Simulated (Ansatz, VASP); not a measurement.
**PbC: VASP beside Ansatz**

```xyz
6
Lattice="-2.7194 2.7194 4.0373 2.7194 -2.7194 4.0373 2.7194 2.7194 -4.0373" Properties=species:S:1:pos:R:3 pbc="T T T"
Pb    0.0000    2.7194    2.0187
Pb    2.7194    0.0000    2.0187
Pb    0.0000    0.0000    0.0000
C     0.0000    0.0000    2.7163
C     0.0000    0.0000    5.3584
C     0.0000    0.0000    4.0373
```

Alike in both runs: functional PBE; k mesh 5 × 5 × 5; occupations gaussian, width 0.2 eV; no spin polarisation.

Ansatz relaxed the structure, and its values are those at the end. VASP's run is a single point on that final structure, the one shown.

```csv
,VASP,Ansatz
version,VASP 6.6.1,Ansatz 0.2.0
potentials or method,"VASP PAW PBE potentials, release 64 (Pb_d, C), cutoff 520 eV","scalar-relativistic, plane waves, PAW"
valence electrons in the cell,54,54
```

VASP gave:

* gap on the k mesh at the Fermi level (eV): none
* pressure (GPa): 0.3
* rms of the force components (eV/Å): 0.016

Problem. Which values does Ansatz return?

Solution. gap on the k mesh at the Fermi level (eV): none; pressure (GPa): 0.3; rms of the force components (eV/Å): 0.001.

A gap of «none» marks a metal or a gap that the smearing closes.

Spin-orbit coupling is off throughout.
